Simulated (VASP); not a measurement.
Wanted: the native input for a VASP 6.6.1 run.

```yaml
Task: relaxation of cell and atoms
Functional: PBEsol
Potentials_or_basis: VASP PAW PBE potentials, release 64 (B)
Cutoff: 600 eV
k_mesh: 22 × 22 × 22
Occupations: fermi-dirac, width 0.1 eV
Spin: no spin polarisation
Target_pressure: 190 GPa
Dipole_correction: no
Further_INCAR_settings: ALGO = Normal; EDIFF = 1e-06; IBRION = 2; EDIFFG = -0.005; NSW = 60; ISIF = 3
```

The structure of B lies in POSCAR:

```
B
1.0
    1.6162744468      0.0000000000      0.0000000000
    0.0000000000      1.6162744468      0.0000000000
    0.0000000000      0.0000000000      1.6162744468
B
1
Direct
    0.0000000000      0.0000000000      0.0000000000
```

One way to write it, as run:

INCAR

```
SYSTEM = B
PREC = Accurate
ENCUT = 600
EDIFF = 1E-6
ISMEAR = -1
SIGMA = 0.1
LREAL = .False.
LASPH = .True.
NELM = 60
ALGO = Normal
ISIF = 3
LWAVE = .False.
LCHARG = .False.
GGA = PS
IBRION = 2
NSW = 60
EDIFFG = -0.005
PSTRESS = 1900.0
```

KPOINTS

```
regular mesh
0
Gamma
  22 22 22
  0 0 0
```

Potentials or basis: VASP PAW PBE potentials, release 64 (B).

Run with:

```console
$ cat potpaw_PBE.64/B/POTCAR > POTCAR
$ mpirun -np 1 vasp_std > vasp.out
```

It gave:

```yaml
Relaxed_volume: 4.47 Å³/atom
Relaxed_cell: a = 1.647 Å, b = 1.647 Å, c = 1.647 Å, α = 90.00°, β = 90.00°, γ = 90.00°
Space_group_after_relaxing_to_0.05_Å: Pm-3m (No. 221)
Energy_change_on_relaxing_the_enthalpy_is_what_falls: -325.8 meV/atom
Ionic_steps: 4
Pressure_after_relaxing: 189.9 GPa
```

Caveat: the cell is relaxed towards a set pressure, so the enthalpy falls and the energy may rise; the PAW data sets were made with another functional, which shifts forces and pressure a little.

Run time: 11 s on 1 thread of Intel Xeon 6975P-C (shared host), peak memory 0.11 GiB.
